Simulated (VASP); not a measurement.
Here is a VASP 6.6.1 calculation.

The input INCAR:

```
PREC = Accurate
ENCUT = 520
EDIFF = 1E-7
ISMEAR = 0
SIGMA = 0.15
LREAL = False
LASPH = True
NELM = 80
ALGO = Normal
ISIF = 2
LWAVE = False
LCHARG = False
GGA = PS
NBANDS = 16
```

Contents of KPOINTS:

```
regular mesh
0
Gamma
  14 14 14
```

File POSCAR:

```
CuI
1.0
    0.0000000000      2.8620890000      2.8620890000
    2.8620890000      0.0000000000      2.8620890000
    2.8620890000      2.8620890000      0.0000000000
Cu I
1 1
Direct
   -0.0458581127     -0.0458581127      0.0458581127
    0.5000000000      0.5000000000      0.5000000000
```

Potentials or basis: VASP PAW PBE potentials, release 64 (Cu, I).

The run is started by

```bash
$ cat potpaw_PBE.64/Cu/POTCAR potpaw_PBE.64/I/POTCAR > POTCAR
$ mpirun -np 1 vasp_std > vasp.out
```

Q: What does it give for the pressure?

A: -2.3 GPa.

Q: Predict the band gap on the k mesh.

A: Zero (band 9 reaches 6.00 eV, above the bottom of band 10 at 5.63 eV).

Q: Estimate the largest force.

A: 0.123 eV/Å.

Stress tensor (GPa, compression positive):
```
-3.38  0.00  0.00
 0.00 -3.38  0.00
 0.00  0.00 -0.25
```

Caveat: the cell differs from its parent crystal (all Cu atoms moved +0.263 Å, as atom 1 towards its neighbour atom 2 (I) at 2.862 Å); the PAW data sets were made with another functional, which shifts forces and pressure a little; spin-orbit coupling is left out, which moves the levels of the heavy elements; semilocal functionals often make such compounds metallic where correlation or magnetic order opens a gap, which also shifts bond lengths.
